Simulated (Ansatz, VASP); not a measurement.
## GaAs in VASP and in Ansatz

The input INCAR:

```
PREC = Accurate
ENCUT = 900
EDIFF = 1E-6
ISMEAR = -1
SIGMA = 0.05
LREAL = False
LASPH = True
NELM = 60
ALGO = Fast
ISIF = 3
LWAVE = False
LCHARG = False
GGA = PE
IBRION = 2
NSW = 60
EDIFFG = -0.01
```

The input KPOINTS:

```
Automatic mesh
0
Gamma
  8 8 8
```

The input POSCAR:

```
GaAs
1.0
    0.0000000000      2.8268500000      2.8268500000
    2.8268500000      0.0000000000      2.8268500000
    2.8268500000      2.8268500000      0.0000000000
As Ga
1 1
Direct
    0.7500000000      0.7500000000      0.7500000000
    0.0000000000      0.0000000000      0.0000000000
```

The input input.yaml:

```yaml
crystal:
  lattice:
    - [0.0, 2.82685, 2.82685]
    - [2.82685, 0.0, 2.82685]
    - [2.82685, 2.82685, 0.0]
  atoms:
    - { symbol: As, position: [0.75, 0.75, 0.75] }
    - { symbol: Ga, position: [0.0, 0.0, 0.0] }
hamiltonian:
  xc: pbe
  pseudopotentials: { kind: paw }
kpoints:
  mp_grid: { grid: [8, 8, 8] }
scf:
  occupations: { method: fermi_dirac, width: 0.05 }
output:
  forces: true
  stress: true
  write_density: true
  write_potential: true
  elf: true
  volumetric_format: npy
relax:
  f_tol: 0.01
  max_steps: 40
  cell: { stress_tol: 0.05 }
```

Alike in both runs: task relaxation of cell and atoms; functional PBE; k mesh 8 × 8 × 8; occupations fermi-dirac, width 0.05 eV; no spin polarisation.

|  | VASP | Ansatz |
| --- | --- | --- |
| version | VASP 6.6.1 | Ansatz 0.2.0 |
| potentials or method | VASP PAW PBE potentials, release 54 (As, Ga_d) | Ansatz PAW |
| plane-wave cutoff (eV) | 900 | 420 |
| valence electrons in the cell | 18 | 28 |

```tsv
	VASP	Ansatz	Ansatz less VASP
gap on the k mesh at the Fermi level, each at its own relaxed structure (eV)	0.13	0.16	+0.028
relaxed volume (Å³/atom)	23.81	23.71	-0.102
relaxed cell length with the largest relative difference (Å)	4.068	4.063	-0.0058
```

VASP's potentials hold 18 valence electrons a cell and Ansatz's 28, so a difference there can come from the potentials and not from the codes.

Noted on Ansatz's run: the plane-wave basis is chosen anew once the cell has moved, so the energies of steps on either side of that aren't comparable.
